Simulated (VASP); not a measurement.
# Bi2S3 (Bismuthinite) (Pnma) in VASP: single point with PBE

Aim: the single point of Bi2S3 (Bismuthinite) with PBE.

Everything below comes from runs of VASP 6.6.1. Logs are shortened: lines on timing, memory, paths and dates and some standing lists are left out, and cuts for length are marked.

## 1. The cell of the first run

The structure is orthorhombic, space group Pnma (No. 62). The conventional cell has a = 11.429 Å, b = 4.001 Å, c = 11.091 Å, α = 90.00°, β = 90.00°, γ = 90.00°. Within 3.6 Å of Bi (site symmetry m) lie 7 S at 2.70 to 3.41 Å. Bi (site symmetry m) has 7 S at 2.63 to 3.33 Å within 3.5 Å. Within 3.6 Å of S (site symmetry m) lie 4 Bi at 2.74 to 3.41 Å and 3 S at 3.32 to 3.59 Å. Within 3.5 Å of S (site symmetry m) lie 5 Bi at 2.63 to 3.04 Å. Within 3.6 Å of S (site symmetry m) lie 5 Bi at 2.70 to 3.33 Å and 3 S at 3.32 to 3.59 Å.

## 2. Single point, PBE

Input file INCAR:

```
SYSTEM = Bi2S3
PREC = Accurate ; ENCUT = 520
EDIFF = 1E-6 ; ISMEAR = 0
SIGMA = 0.01 ; LREAL = Auto
LASPH = .True. ; NELM = 100
ALGO = Normal ; ISIF = 2
LWAVE = .False. ; LCHARG = .True.
GGA = PE ; LELF = .True.
LVHAR = .True. ; NBANDS = 112
```

Input file KPOINTS:

```
regular mesh
0
Gamma
  2 6 2
  0 0 0
```

Input file POSCAR:

```
Bi2S3
1.0
   11.4291698487      0.0000000000      0.0000000000
    0.0000000000      4.0009784081      0.0000000000
    0.0000000000      0.0000000000     11.0911906368
Bi S
8 12
Direct
    0.4867914487      0.2500000000      0.3255065735
    0.0132085513      0.7500000000      0.8255065735
    0.9867914487      0.2500000000      0.1744934265
    0.5132085513      0.7500000000      0.6744934265
    0.3389887618      0.7500000000      0.0320874491
    0.1610112382      0.2500000000      0.5320874491
    0.8389887618      0.7500000000      0.4679125509
    0.6610112382      0.2500000000      0.9679125509
    0.2849990731      0.2500000000      0.1928346948
    0.2150009269      0.7500000000      0.6928346948
    0.7849990731      0.2500000000      0.3071653052
    0.7150009269      0.7500000000      0.8071653052
    0.5488920023      0.7500000000      0.1297412914
    0.9511079977      0.2500000000      0.6297412914
    0.0488920023      0.7500000000      0.3702587086
    0.4511079977      0.2500000000      0.8702587086
    0.3775773491      0.7500000000      0.4442349761
    0.1224226509      0.2500000000      0.9442349761
    0.8775773491      0.7500000000      0.0557650239
    0.6224226509      0.2500000000      0.5557650239
```

Potentials or basis: VASP PAW PBE potentials, release 64 (Bi_d, S).

The run is started by

```console
$ cat potpaw_PBE.64/Bi_d/POTCAR potpaw_PBE.64/S/POTCAR > POTCAR
$ mpirun -np 1 vasp_std > vasp.out
```

OUTCAR:

```text
SYSTEM = Bi2S3
   PREC = Accurate
   ENCUT = 520
   EDIFF = 1E-6
   ISMEAR = 0
   LREAL = Auto
   LASPH = .True.
   NELM = 100
   ISIF = 2
   GGA = PE

 ion  position               nearest neighbor table
   1  0.487  0.250  0.326-  17 2.70  17 2.70   9 2.74  20 2.99  13 3.04  13 3.04
   2  0.013  0.750  0.826-  18 2.70  18 2.70  10 2.74  19 2.99  14 3.04  14 3.04
   3  0.987  0.250  0.174-  19 2.70  19 2.70  11 2.74  18 2.99  15 3.04  15 3.04
   4  0.513  0.750  0.674-  20 2.70  20 2.70  12 2.74  17 2.99  16 3.04  16 3.04
   5  0.339  0.750  0.032-  13 2.63   9 2.75   9 2.75  16 2.98  16 2.98  18 3.33  18 3.33
   6  0.161  0.250  0.532-  14 2.63  10 2.75  10 2.75  15 2.98  15 2.98  17 3.33  17 3.33
   7  0.839  0.750  0.468-  15 2.63  11 2.75  11 2.75  14 2.98  14 2.98  20 3.33  20 3.33
   8  0.661  0.250  0.968-  16 2.63  12 2.75  12 2.75  13 2.98  13 2.98  19 3.33  19 3.33
   9  0.285  0.250  0.193-   1 2.74   5 2.75   5 2.75
  10  0.215  0.750  0.693-   2 2.74   6 2.75   6 2.75
  11  0.785  0.250  0.307-   3 2.74   7 2.75   7 2.75
  12  0.715  0.750  0.807-   4 2.74   8 2.75   8 2.75
  13  0.549  0.750  0.130-   5 2.63   8 2.98   8 2.98   1 3.04   1 3.04
  14  0.951  0.250  0.630-   6 2.63   7 2.98   7 2.98   2 3.04   2 3.04
  15  0.049  0.750  0.370-   7 2.63   6 2.98   6 2.98   3 3.04   3 3.04
  16  0.451  0.250  0.870-   8 2.63   5 2.98   5 2.98   4 3.04   4 3.04
  17  0.378  0.750  0.444-   1 2.70   1 2.70   4 2.99   6 3.33   6 3.33
  18  0.122  0.250  0.944-   2 2.70   2 2.70   3 2.99   5 3.33   5 3.33
  19  0.878  0.750  0.056-   3 2.70   3 2.70   2 2.99   8 3.33   8 3.33
  20  0.622  0.250  0.556-   4 2.70   4 2.70   1 2.99   7 3.33   7 3.33

  LATTYP: Found a simple orthorhombic cell.
 ALAT       =     4.0009784081
 B/A-ratio  =     2.7721195931
 C/A-ratio  =     2.8565937336

  Lattice vectors:

 A1 = (   0.0000000000,   4.0009784081,   0.0000000000)
 A2 = (   0.0000000000,   0.0000000000,  11.0911906368)
 A3 = (  11.4291698487,   0.0000000000,   0.0000000000)

Analysis of symmetry for initial positions (statically):
=====================================================================
 Subroutine PRICEL returns:
 Original cell was already a primitive cell.

 Routine SETGRP: Setting up the symmetry group for a
 simple orthorhombic supercell.

 Subroutine GETGRP returns: Found  8 space group operations
 (whereof  2 operations were pure point group operations)
 out of a pool of  8 trial point group operations.

The static configuration has the point symmetry S_2 .
 The point group associated with its full space group is D_2h.

Analysis of symmetry for dynamics (positions and initial velocities):
=====================================================================
 Subroutine PRICEL returns:
 Original cell was already a primitive cell.

 Routine SETGRP: Setting up the symmetry group for a
 simple orthorhombic supercell.

 Subroutine GETGRP returns: Found  8 space group operations
 (whereof  2 operations were pure point group operations)
 out of a pool of  8 trial point group operations.

The dynamic configuration has the point symmetry S_2 .
 The point group associated with its full space group is D_2h.

 Subroutine INISYM returns: Found  8 space group operations
 (whereof  2 operations are pure point group operations),
 and found     1 'primitive' translations

----------------------------------------------------------------------------------------

                                     Primitive cell

  volume of cell :     507.1764

  direct lattice vectors                    reciprocal lattice vectors
    11.429169849  0.000000000  0.000000000     0.087495419  0.000000000  0.000000000
     0.000000000  4.000978408  0.000000000     0.000000000  0.249938864  0.000000000
     0.000000000  0.000000000 11.091190637     0.000000000  0.000000000  0.090161646

  length of vectors
    11.429169849  4.000978408 11.091190637     0.087495419  0.249938864  0.090161646

  position of ions in fractional coordinates (direct lattice)
     0.486791449  0.250000000  0.325506574
     0.013208551  0.750000000  0.825506574
     0.986791449  0.250000000  0.174493426
     0.513208551  0.750000000  0.674493426
     0.338988762  0.750000000  0.032087449
     0.161011238  0.250000000  0.532087449
[... 12 lines left out ...]
     0.877577349  0.750000000  0.055765024
     0.622422651  0.250000000  0.555765024

  ion indices of the primitive-cell ions
   primitive index   ion index
                 1           1
                 2           2
                 3           3
                 4           4
                 5           5
                 6           6
[... 12 lines left out ...]
                19          19
                20          20

----------------------------------------------------------------------------------------

 KPOINTS: regular mesh

Automatic generation of k-mesh.
 Grid dimensions read from file:
 generate k-points for:    2    6    2

 Generating k-lattice:

  Cartesian coordinates                     Fractional coordinates (reciprocal lattice)
     0.043747709  0.000000000  0.000000000     0.500000000  0.000000000  0.000000000
     0.000000000  0.041656477  0.000000000     0.000000000  0.166666667  0.000000000
     0.000000000  0.000000000  0.045080823     0.000000000  0.000000000  0.500000000

  Length of vectors
     0.043747709  0.041656477  0.045080823

  Shift w.r.t. Gamma in fractional coordinates (k-lattice)
     0.000000000  0.000000000  0.000000000

 Subroutine IBZKPT returns following result:
 ===========================================

 Found     16 irreducible k-points:

 Following reciprocal coordinates:
            Coordinates               Weight
  0.000000  0.000000  0.000000      1.000000
  0.500000  0.000000  0.000000      1.000000
  0.000000  0.166667  0.000000      2.000000
  0.500000  0.166667  0.000000      2.000000
  0.000000  0.333333  0.000000      2.000000
  0.500000  0.333333  0.000000      2.000000
[... 8 lines left out ...]
  0.000000  0.500000  0.500000      1.000000
  0.500000  0.500000  0.500000      1.000000
   k-points           NKPTS =     16   k-points in BZ     NKDIM =     16   number of bands    NBANDS=    112
   number of dos      NEDOS =    301   number of ions     NIONS =     20
   total plane-waves  NPLWV = 226800
   dimension x,y,z NGX =    90 NGY =   30 NGZ =   84
   dimension x,y,z NGXF=   180 NGYF=   60 NGZF=  168
   ions per type =               8  12
   NGX,Y,Z   is equivalent  to a cutoff of  13.09, 12.47, 12.59 a.u.
   NGXF,Y,Z  is equivalent  to a cutoff of  26.18, 24.93, 25.18 a.u.
 SYSTEM =  Bi2S3
   PREC   = accura    normal or accurate (medium, high low for compatibility)
   ISTART =      0    job   : 0-new  1-cont  2-samecut
   ICHARG =      2    charge: 1-file 2-atom 10-const
   ISPIN  =      1    spin polarized calculation?
   LNONCOLLINEAR =      F non collinear calculations
   LSORBIT =      F    spin-orbit coupling
   LASPH  =      T    aspherical Exc in radial PAW
   ENCUT  =  520.0 eV  38.22 Ry    6.18 a.u.  21.25  7.44 20.62*2*pi/ulx,y,z
   NELM   =    100;   NELMIN=  2; NELMDL= -5     # of ELM steps
   EDIFF  = 0.1E-05   stopping-criterion for ELM
   LREAL  =      T    real-space projection
   EDIFFG = 0.1E-04   stopping-criterion for IOM
   NSW    =      0    number of steps for IOM
   IBRION =     -1    ionic relax: 0-MD 1-quasi-New 2-CG
   NFREE  =      0    steps in history (QN), initial steepest desc. (CG)
   ISIF   =      2    stress and relaxation
   ISYM   =      2    0-nonsym 1-usesym 2-fastsym
   POTIM  = 0.5000    time-step for ionic-motion
   TEBEG  =    0.0;   TEEND  =   0.0 temperature during run
   PSTRESS=    0.0 pullay stress
   NELECT =     192.0000    total number of electrons
   NUPDOWN=      -1.0000    fix difference up-down
   EMIN   =  10.00;   EMAX   =-10.00  energy-range for DOS
   EFERMI =   0.00;   METHOD = LEGACY
   ISMEAR =     0;   SIGMA  =   0.01  broadening in eV -4-tet -1-fermi 0-gaus
   EFERMI_NEDOS =   21; number of points for ismear=-14 and -15
   IALGO  =     38    algorithm
   IMIX   =      4    mixing-type and parameters
     AMIX     =   0.40;   BMIX     =  1.00
     AMIX_MAG =   1.60;   BMIX_MAG =  1.00
  volume/ion in A,a.u.               =      25.36       171.13
  Fermi-wavevector in a.u.,A,eV,Ry     =   1.184283  2.237971 19.082533  1.402527
  Thomas-Fermi vector in A             =   2.320501
   LORBIT       =      0    0 simple, 1 ext, 2 COOP (PROOUT), +10 PAW based schemes
   GGA     = PE    functional components
   LHFCALC =     F    Hartree Fock is set to
   AEXX    =    0.0000 exact exchange contribution
   IVDW    =     0    specifies the selected vdW correction
   LEPSILON=     F    determine dielectric tensor
   LRPA    =     F    only Hartree local field effects (RPA)
 non-spin polarized calculation
 Gauss-broadening in eV      SIGMA  =   0.01
  energy-cutoff  :      520.00
  volume of cell :      507.18
 maximum number of plane-waves:     13704
 NGX is ok and might be reduce to    90
   NGX = 43   NGY = 15   NGZ = 41

 number of electron     192.0000021 magnetization

 Free energy of the ion-electron system (eV)
  ---------------------------------------------------
  ext. energy  EPLUGINS =         0.00000000
  ---------------------------------------------------
  free energy    TOTEN  =       -87.55926569 eV

  energy without entropy =      -87.55926569  energy(sigma->0) =      -87.55926569

 E-fermi :   5.1684     XC(G=0):  -9.6605

 val. band max:        5.1185213458   @ k =   0.5000   0.0000   0.0000
 cond. band min:       6.5269058167   @ k =   0.0000   0.0000   0.0000
 fundamental gap:      1.4083844709
 Fermi energy:         5.1683973117

 k-point     1 :       0.0000    0.0000    0.0000
  band No.  band energies     occupation
      1     -17.4300      2.00000
      2     -17.4296      2.00000
      3     -17.4271      2.00000
      4     -17.4270      2.00000
      5     -17.4180      2.00000
      6     -17.4171      2.00000
[... 100 lines left out ...]
    107       8.1325      0.00000
    108       8.4245      0.00000
[... 1663 lines left out ...]
    107       8.7961      0.00000
    108       8.7961      0.00000
 [bands above 108 left out]

------------------------ aborting loop because EDIFF is reached ----------------------------------------

  FORCE on cell =-STRESS in cart. coord.  units (eV):
  Direction    XX          YY          ZZ          XY          YZ          ZX
  --------------------------------------------------------------------------------------
  -------------------------------------------------------------------------------------
  Total        3.2099956      3.2085953      3.2216305      0.0000000      0.0000000      0.0000000
  in kB       10.1404203     10.1359967     10.1771752      0.0000000      0.0000000      0.0000000
  external PRESSURE =      10.1511974 kB  Pullay stress =       0.0000000 kB

 VOLUME and BASIS-vectors are now :
 -----------------------------------------------------------------------------
  energy-cutoff  :      520.00
  volume of cell :      507.18
      direct lattice vectors                 reciprocal lattice vectors
    11.429169849  0.000000000  0.000000000     0.087495419  0.000000000  0.000000000
     0.000000000  4.000978408  0.000000000     0.000000000  0.249938864  0.000000000
     0.000000000  0.000000000 11.091190637     0.000000000  0.000000000  0.090161646

 POSITION                                       TOTAL-FORCE (eV/Angst)
 -----------------------------------------------------------------------------------
      5.56362      1.00024      3.61026        -0.005932      0.000000     -0.001743
      0.15096      3.00073      9.15585         0.005932      0.000000     -0.001743
     11.27821      1.00024      1.93534        -0.005932      0.000000      0.001743
      5.86555      3.00073      7.48094         0.005932     -0.000000      0.001743
      3.87436      3.00073      0.35589         0.009152      0.000000      0.009783
      1.84022      1.00024      5.90148        -0.009152      0.000000      0.009783
[... 12 lines left out ...]
     10.02998      3.00073      0.61850         0.001557      0.000000      0.002498
      7.11377      1.00024      6.16410        -0.001557      0.000000      0.002498
 -----------------------------------------------------------------------------------
    total drift:                               -0.000000     -0.000000     -0.000000

  FREE ENERGIE OF THE ION-ELECTRON SYSTEM (eV)
  ---------------------------------------------------
  free  energy   TOTEN  =       -87.5592656921 eV

  energy  without entropy=      -87.5592656921  energy(sigma->0) =      -87.55926569
```

It took 9.7 min on 1 thread of Intel Xeon 6975P-C (Granite Rapids), shared host; peak memory 0.84 GiB.

What came out:

* Free energy: -87.5593 eV
* Pressure: 1.0 GPa
* Largest force: 0.013 eV/Å
* Band gap on the k mesh: 1.41 eV, indirect (least direct gap 1.51 eV)

Forces in eV/Å, atoms in the order of the input:
```
Bi  -0.006  0.000 -0.002
Bi   0.006  0.000 -0.002
Bi  -0.006  0.000  0.002
Bi   0.006  0.000  0.002
Bi   0.009  0.000  0.010
Bi  -0.009  0.000  0.010
Bi   0.009  0.000 -0.010
Bi  -0.009  0.000 -0.010
S    0.002  0.000  0.003
S   -0.002  0.000  0.003
S    0.002  0.000 -0.003
S   -0.002  0.000 -0.003
S   -0.004  0.000  0.000
S    0.004  0.000  0.000
S   -0.004  0.000  0.000
S    0.004  0.000  0.000
S    0.002  0.000 -0.002
S   -0.002  0.000 -0.002
S    0.002  0.000  0.002
S   -0.002  0.000  0.002
```

Caveat: spin-orbit coupling is left out, which moves the levels of the heavy elements.
